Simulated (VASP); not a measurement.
A run of VASP 6.6.1:

INCAR

```
SYSTEM = Sc2GaBiO2
ALGO = Normal
EDIFF = 1E-7
ENCUT = 520
GGA = PE
ISIF = 2
ISMEAR = 0
LASPH = .True.
LCHARG = .False.
LREAL = .False.
LWAVE = .False.
NBANDS = 40
NELM = 100
PREC = Accurate
SIGMA = 0.1
```

File KPOINTS:

```
k-points
0
Gamma
  8 8 4
  0 0 0
```

POSCAR

```
Sc2GaBiO2
1.0
    3.8138469092      0.0000000000      0.0000000000
    0.0000000000      3.8138469092      0.0000000000
    0.0000000000      0.0000000000      7.1808367320
Sc Ga Bi O
2 1 1 2
Direct
    0.0000000000      0.0000000000      0.6598968515
    0.5000000000      0.5000000000      0.9145913423
    0.5000000000      0.5000000000      0.3875384749
    0.0000000000      0.0000000000      0.2142626015
    0.5000000000      0.0000000000      0.7910269200
    0.0000000000      0.5000000000      0.7910269200
```

Potentials or basis: VASP PAW PBE potentials, release 64 (Sc_sv, Ga_d, Bi_d, O).

Launch:

```console
$ cat potpaw_PBE.64/Sc_sv/POTCAR potpaw_PBE.64/Ga_d/POTCAR potpaw_PBE.64/Bi_d/POTCAR potpaw_PBE.64/O/POTCAR > POTCAR
$ mpirun -np 1 vasp_std > vasp.out
```

Hardware: 1 thread of Intel(R) Xeon(R) Platinum 8488C (Sapphire Rapids) (shared host).

Q: Estimate the wall time of this run.

A: It took 2.4 min on 1 thread of Intel(R) Xeon(R) Platinum 8488C (Sapphire Rapids) (shared host), peak memory 0.32 GiB. Counts: scf iterations 17, k points 45.
